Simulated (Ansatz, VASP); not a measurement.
NaPt2BrO2 in VASP and in Ansatz

```xyz
6
Lattice="2.6396 -5.6161 0.0000 2.6396 5.6161 0.0000 0.0000 0.0000 3.3915" Properties=species:S:1:pos:R:3 pbc="T T T"
Na    0.0000    0.0000    0.0000
Pt    1.3198   -2.8080    1.6957
Pt    1.3198    2.8080    1.6957
Br    2.6396    0.0000    1.6957
O     2.6396   -3.3152    0.0000
O     2.6396    3.3152    0.0000
```

Change from the starting cell: species swapped into the CeB2Ru2Rh type (Cmmm, No. 65).

Alike in both runs: functional PBE; k mesh 3 × 3 × 4; occupations gaussian, width 0.15 eV; no spin polarisation.

Ansatz relaxed the structure, and its values are those at the end. VASP's run is a single point on that final structure, the one shown.

|  | VASP | Ansatz |
| --- | --- | --- |
| version | VASP 6.6.1 | Ansatz 0.2.0 |
| potentials or method | VASP PAW PBE potentials, release 64 (Na_pv, Pt, Br, O), cutoff 600 eV | scalar-relativistic, plane waves, PAW |
| valence electrons in the cell | 46 | 64 |

|  | VASP | Ansatz | Ansatz less VASP |
| --- | --- | --- | --- |
| gap on the k mesh at the Fermi level (eV) | none | none | - |
| pressure (GPa) | -0.1 | 0.0 | +0.07 |
| rms of the force components (eV/Å) | 0.003 | 0.001 | -0.0025 |

A gap of «none» marks a metal or a gap that the smearing closes. VASP's potentials hold 46 valence electrons a cell and Ansatz's 64, so a difference there can come from the potentials and not from the codes.

The k mesh is coarse, so the values compare programs but aren't converged. Neither program's run includes spin-orbit coupling.
